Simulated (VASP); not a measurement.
Lu3GaC, 5 atoms in the cell. The structure is cubic, space group Pm-3m (No. 221). Conventional cell: a = 4.793 Å, b = 4.793 Å, c = 4.793 Å, α = 90.00°, β = 90.00°, γ = 90.00°. Lu (site symmetry 4/mmm) has 2 C at 2.40 Å within 3.2 Å. Ga (site symmetry m-3m) has 12 Lu at 3.39 Å and 8 C at 4.15 Å within 4.5 Å. C (site symmetry m-3m) has 6 Lu at 2.40 Å within 3.2 Å. 

* Program: VASP 6.6.1
* Task: single point
* Functional: PBEsol
* Potentials or basis: VASP PAW PBE potentials, release 64 (Lu, Ga_d, C)
* Cutoff: 520 eV
* k mesh: 5 × 5 × 5
* Occupations: methfessel-paxton, width 0.05 eV
* Spin: no spin polarisation
* Dipole correction: no
* Further INCAR settings: ALGO = Normal; EDIFF = 1e-06; NBANDS = 54

Potentials or basis: VASP PAW PBE potentials, release 64 (Lu, Ga_d, C).

Command:

```bash
$ cat potpaw_PBE.64/Lu/POTCAR potpaw_PBE.64/Ga_d/POTCAR potpaw_PBE.64/C/POTCAR > POTCAR
$ mpirun -np 1 vasp_std > vasp.out
```

Hardware: 1 thread of Intel(R) Xeon(R) Platinum 8559C (Emerald Rapids), on a shared host.

Q: Estimate the wall time of this run.

A: It took 56 s on 1 thread of Intel(R) Xeon(R) Platinum 8559C (Emerald Rapids) (shared host), peak memory 0.23 GiB. Counts: scf iterations 15, k points 10.
